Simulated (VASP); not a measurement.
Crystal: CdIn2O4.

```
CELL_PARAMETERS angstrom
0.00000 4.58300 4.58300
4.58300 0.00000 4.58300
4.58300 4.58300 0.00000
ATOMIC_POSITIONS crystal
Cd 0.00000 0.00000 0.00000
Cd 0.25000 0.25000 0.25000
In 0.62500 0.62500 0.62500
In 0.12500 0.62500 0.62500
In 0.62500 0.62500 0.12500
In 0.62500 0.12500 0.62500
O 0.86500 0.86500 0.86500
O 0.84500 0.38500 0.38500
O 0.86500 0.86500 0.40500
O 0.38500 0.84500 0.38500
O 0.40500 0.86500 0.86500
O 0.38500 0.38500 0.38500
O 0.86500 0.40500 0.86500
O 0.38500 0.38500 0.84500
```

* Program: VASP 6.6.1
* Task: relaxation of cell and atoms
* Functional: LDA
* Potentials or basis: VASP PAW LDA potentials, release 64 (Cd, In_d, O)
* Cutoff: 600 eV
* k mesh: 6 × 6 × 6
* Occupations: fermi-dirac, width 0.02 eV
* Spin: no spin polarisation

At the start: pressure -3.8 GPa; volume 13.75 Å³/atom.

Q: Where does the relaxation end?

A: Over 5 steps the energy falls by 15.5 meV/atom and the volume is 13.51 Å³/atom (-1.8 %); space group Fd-3m (No. 227, to 0.1 Å) before and after.

Step by step:
```tsv
step	energy change (eV)	largest force (eV/Å)	pressure (GPa)	volume (Å³)
1	0.0000	0.9882	-3.76	192.52
2	-0.1299	0.2238	5.12	183.68
3	-0.1931	0.2415	1.60	186.80
4	-0.2166	0.0232	-0.26	189.42
5	-0.2170	0.0062	-0.05	189.11
```

Final structure:
```cif
data_structure
_symmetry_space_group_name_H-M 'P 1'
_symmetry_Int_Tables_number 1
_cell_length_a 6.4428
_cell_length_b 6.4428
_cell_length_c 6.4428
_cell_angle_alpha 60.000
_cell_angle_beta 60.000
_cell_angle_gamma 60.000
_cell_volume 189.11
loop_
_atom_site_label
_atom_site_type_symbol
_atom_site_fract_x
_atom_site_fract_y
_atom_site_fract_z
_atom_site_occupancy
Cd1 Cd 0.00000 0.00000 0.00000 1
Cd2 Cd 0.25000 0.25000 0.25000 1
In1 In 0.62500 0.62500 0.62500 1
In2 In 0.12500 0.62500 0.62500 1
In3 In 0.62500 0.62500 0.12500 1
In4 In 0.62500 0.12500 0.62500 1
O1 O 0.86225 0.86225 0.86225 1
O2 O 0.83676 0.38775 0.38775 1
O3 O 0.86225 0.86225 0.41324 1
O4 O 0.38775 0.83676 0.38775 1
O5 O 0.41324 0.86225 0.86225 1
O6 O 0.38775 0.38775 0.38775 1
O7 O 0.86225 0.41324 0.86225 1
O8 O 0.38775 0.38775 0.83676 1
```
